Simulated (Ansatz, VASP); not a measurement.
This is a calculation of InSb3 for Ansatz 0.2.0.

Contents of input.yaml:

```yaml
crystal:
  lattice:
    - [4.8381981727, 0.0, 0.0]
    - [0.0, 4.8381981727, 0.0]
    - [0.0, 0.0, 4.8381981727]
  atoms:
    - { symbol: Sb, position: [0.5, 0.5, 0.0] }
    - { symbol: Sb, position: [0.0, 0.5, 0.5] }
    - { symbol: Sb, position: [0.5, 0.0, 0.5] }
    - { symbol: In, position: [0.0, 0.0, 0.0] }
kpoints:
  mp_grid: { grid: [6, 6, 6] }
scf:
  occupations: { method: fermi_dirac, width: 0.05 }
hamiltonian:
  xc: lda
  pseudopotentials: { kind: all_electron, lapw: { basis_error: 0.002 } }
output:
  forces: true
  stress: true
  eigenvalues: true
```

Potentials or basis: all-electron LAPW, scalar-relativistic.

Command:

```sh
$ ansatz run input.yaml --threads 2 --pin off --max-ram 8192MiB --backend cpu --events-out ev --progress --plain --runs-dir out
```

**Question.** Translate it to VASP 6.6.1. Potentials there: VASP PAW LDA potentials, release 64 (Sb, In_d).

**Answer.** As run (the cutoff follows the program's own potentials):

File INCAR:

```
PREC = Accurate
ENCUT = 520
EDIFF = 1E-6
ISMEAR = -1
SIGMA = 0.05
LREAL = F
LASPH = T
NELM = 100
ALGO = Normal
ISIF = 2
LWAVE = F
LCHARG = F
GGA = CA
NBANDS = 22
```

File KPOINTS:

```
Automatic mesh
0
Gamma
  6 6 6
```

File POSCAR:

```
InSb3
1.0
    4.8381981727      0.0000000000      0.0000000000
    0.0000000000      4.8381981727      0.0000000000
    0.0000000000      0.0000000000      4.8381981727
Sb In
3 1
Direct
    0.5000000000      0.5000000000      0.0000000000
    0.0000000000      0.5000000000      0.5000000000
    0.5000000000      0.0000000000      0.5000000000
    0.0000000000      0.0000000000      0.0000000000
```

Potentials or basis: VASP PAW LDA potentials, release 64 (Sb, In_d).

Command:

```console
$ cat potpaw_LDA.64/Sb/POTCAR potpaw_LDA.64/In_d/POTCAR > POTCAR
$ mpirun -np 1 vasp_std > vasp.out
```

Both were run:

|  | VASP | Ansatz | Ansatz less VASP |
| --- | --- | --- | --- |
| gap on the k mesh at the Fermi level (eV) | none | none | - |
| pressure (GPa) | -4.6 | -4.6 | -0.01 |

LDA's correlation is that of Perdew and Zunger in VASP and of Perdew and Wang (1992) in Ansatz. A gap of «none» marks a metal or a gap that the smearing closes. Ansatz ran all-electron here, and VASP with PAW potentials.

Spin-orbit coupling is off throughout.
